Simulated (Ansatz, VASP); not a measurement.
## TaN: VASP beside Ansatz

```
Ta N
1.0
     2.93800    0.00000    0.00000
    -1.46900    2.54438    0.00000
     0.00000    0.00000    2.88300
Ta N
1 1
Direct
  0.33333 0.66667 0.50000
  0.11389 0.08337 0.89594
```

Alike in both runs: task single point; functional PBEsol; k mesh 18 × 18 × 16; occupations gaussian, width 0.15 eV; no spin polarisation.

|  | VASP | Ansatz |
| --- | --- | --- |
| version | VASP 6.6.1 | Ansatz 0.2.0 |
| potentials or method | VASP PAW PBE potentials, release 64 (Ta_pv, N), cutoff 520 eV | scalar-relativistic, plane waves, PAW |
| valence electrons in the cell | 16 | 18 |

Ansatz gave:

| Item | Value |
| --- | --- |
| gap on the k mesh at the Fermi level (eV) | none |
| pressure (GPa) | 26.1 |
| traceless stress, the component that is largest in VASP (GPa) | -20.96 |
| rms of the force components (eV/Å) | 3.787 |

Problem. Estimate VASP's values.

Solution. gap on the k mesh at the Fermi level (eV): none; pressure (GPa): 27.5; traceless stress, the component that is largest in VASP (GPa): -21.43; rms of the force components (eV/Å): 3.853.

VASP's potentials were made for PBE, not for PBEsol. Atom by atom the forces differ by 0.066 eV/Å (rms over components). A gap of «none» marks a metal or a gap that the smearing closes. With one functional, cell and mesh, what is left measures potentials, basis and numerics. VASP's potentials hold 16 valence electrons a cell and Ansatz's 18, so a difference there can come from the potentials and not from the codes.

Neither program's run includes spin-orbit coupling.
